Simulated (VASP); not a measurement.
HfO2: single point with r2SCAN

The system is HfO2.

```xyz
6
Lattice="-3.1667 3.1667 4.4869 3.1667 -3.1667 4.4869 3.1667 3.1667 -4.4869" Properties=species:S:1:pos:R:3 pbc="T T T"
Hf    0.0000    0.0000    0.0000
Hf    0.0000    3.1667    2.2435
O     0.0457    1.5833    1.1217
O     1.5833    3.2124    3.3652
O    -1.5833    3.1210    3.3652
O    -0.0457    4.7500    1.1217
```

| Item | Value |
| --- | --- |
| Program | VASP 6.6.1 |
| Task | single point |
| Functional | r2SCAN |
| Potentials or basis | VASP PAW PBE potentials, release 64 (Hf_pv, O) |
| Cutoff | 520 eV |
| k mesh | 6 × 6 × 6 |
| Occupations | gaussian, width 0.02 eV |
| Spin | no spin polarisation |
| Dipole correction | no |
| Further INCAR settings | ALGO = Normal; EDIFF = 1e-07; NBANDS = 31 |

```
Pressure               : -0.8 GPa
Largest force          : 0.015 eV/Å
Band gap on the k mesh : 5.15 eV, indirect (the least direct gap lies 1.1 meV higher)
```

Forces on the atoms (eV/Å):
```
Hf   0.000  0.000  0.000
Hf   0.000  0.000  0.000
O   -0.015  0.000  0.000
O    0.000 -0.015  0.000
O    0.000  0.015  0.000
O    0.015  0.000  0.000
```

Levels at points of the mesh, in eV from the valence-band top:
```
           k point  band 20  band 21  band 22  band 23  band 24  band 25
(0.00, 0.00, 0.00)     0.00     0.00     0.00     5.15     6.01     6.01
(0.50, 0.00, 0.00)    -0.35    -0.35     0.00     6.54     6.54     6.75
(0.50, 0.50, 0.00)    -1.01    -0.19    -0.19     6.85     6.85     7.79
(0.50, 0.50, 0.50)    -1.01    -0.19    -0.19     6.85     6.85     7.78
```

Wall time 8.4 min on 1 thread of Intel(R) Xeon(R) 6975P-C (Granite Rapids), on a shared host, peak memory 0.44 GiB.

Caveat: the PAW data sets were made with another functional, which shifts forces and pressure a little; spin-orbit coupling is left out, which moves the levels of the heavy elements. r2SCAN opens gaps a little over a GGA but as a rule still falls short of measured ones.
